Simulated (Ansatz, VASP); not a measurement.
**ZnO in VASP and in Ansatz**

Contents of INCAR:

```
SYSTEM = ZnO
PREC = Accurate ; ENCUT = 910
EDIFF = 1E-6 ; ISMEAR = 0
SIGMA = 0.01 ; LREAL = .False.
LASPH = .True. ; NELM = 120
ALGO = Normal ; ISIF = 2
LWAVE = .False. ; LCHARG = .False.
GGA = PE ; NBANDS = 46
GGA_COMPAT = .False.
```

KPOINTS

```
regular mesh
0
Gamma
  9 9 2
  0 0 0
```

The input POSCAR:

```
ZnO
1.0
    3.2387418498      0.0000000000      0.0000000000
   -1.6193709249      2.8048327182      0.0000000000
    0.0000000000      0.0000000000     10.5228988888
Zn O
4 4
Direct
    0.0000000000      0.0000000000     -0.0005573107
    0.3333333333      0.6666666667      0.2496497194
    0.0000000000      0.0000000000      0.4994426893
    0.6666666667      0.3333333333      0.7496497194
    0.0000000000      0.0000000000      0.1880731350
    0.3333333333      0.6666666667      0.4378344562
    0.0000000000      0.0000000000      0.6880731350
    0.6666666667      0.3333333333      0.9378344562
```

Input for Ansatz:

```yaml
crystal:
  lattice:
    - [3.2387418498, 0.0, 0.0]
    - [-1.6193709249, 2.8048327182, 0.0]
    - [0.0, 0.0, 10.5228988888]
  atoms:
    - { symbol: Zn, position: [0.0, 0.0, -0.0005573107] }
    - { symbol: Zn, position: [0.3333333333, 0.6666666667, 0.2496497194] }
    - { symbol: Zn, position: [0.0, 0.0, 0.4994426893] }
    - { symbol: Zn, position: [0.6666666667, 0.3333333333, 0.7496497194] }
    - { symbol: O, position: [0.0, 0.0, 0.188073135] }
    - { symbol: O, position: [0.3333333333, 0.6666666667, 0.4378344562] }
    - { symbol: O, position: [0.0, 0.0, 0.688073135] }
    - { symbol: O, position: [0.6666666667, 0.3333333333, 0.9378344562] }
kpoints:
  mp_grid: { grid: [9, 9, 2] }
hamiltonian:
  xc: pbe
scf:
  occupations: { method: fixed }
  n_extra_bands: 6
output:
  forces: true
  stress: true
  eigenvalues: true
```

Alike in both runs: task single point; functional PBE; k mesh 9 × 9 × 2; no spin polarisation.

|  | VASP | Ansatz |
| --- | --- | --- |
| version | VASP 6.6.1 | Ansatz 0.2.0 |
| potentials or method | VASP PAW PBE potentials, release 64 (Zn, O_h) | plane waves, PAW |
| plane-wave cutoff (eV) | 910 | 420 |
| occupations | gaussian, width 0.01 eV | fixed |
| valence electrons in the cell | 72 | 72 |

```csv
,VASP,Ansatz,Ansatz less VASP
gap on the k mesh at the Fermi level (eV),0.72,0.73,+0.012
```

Noted on VASP's run: the cutoff is under 1.25 times that of the potentials, so the pressure is a little rough.
